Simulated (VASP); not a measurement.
Crystal: MgSn5.

```
Mg Sn
1.0
     5.65018    0.00000    0.00000
    -2.82509    4.89320    0.00000
     0.00000    0.00000    5.61720
Mg Sn
1 5
Direct
  0.00000 0.00000 0.50000
  0.67000 0.00000 0.00000
  0.33000 0.33000 0.00000
  0.00000 0.67000 0.00000
  0.66667 0.33333 0.50000
  0.33333 0.66667 0.50000
```

Base run:

```yaml
Program: VASP 6.6.1
Functional: PBEsol
Potentials_or_basis: VASP PAW PBE potentials, release 64 (Mg, Sn_d)
Cutoff: 520 eV
k_mesh: 5 × 5 × 4
Occupations: fermi-dirac, width 0.05 eV
Spin: no spin polarisation
```

Its results: band gap on the k mesh zero (band 36 reaches 8.76 eV, above the bottom of band 37 at 5.96 eV); pressure -0.8 GPa; largest force 0.057 eV/Å.

Problem. The run is repeated on the same cell with these changes: k mesh from 5 × 5 × 4 to 3 × 3 × 3. What comes out?

Solution. Band gap on the k mesh zero (band 36 reaches 7.69 eV, above the bottom of band 37 at 5.98 eV); pressure -0.3 GPa; largest force 0.028 eV/Å.

Caveats: some runs use coarse meshes; the PAW data sets were made with another functional, which shifts forces and pressure a little; spin-orbit coupling is left out, which moves the levels of the heavy elements.
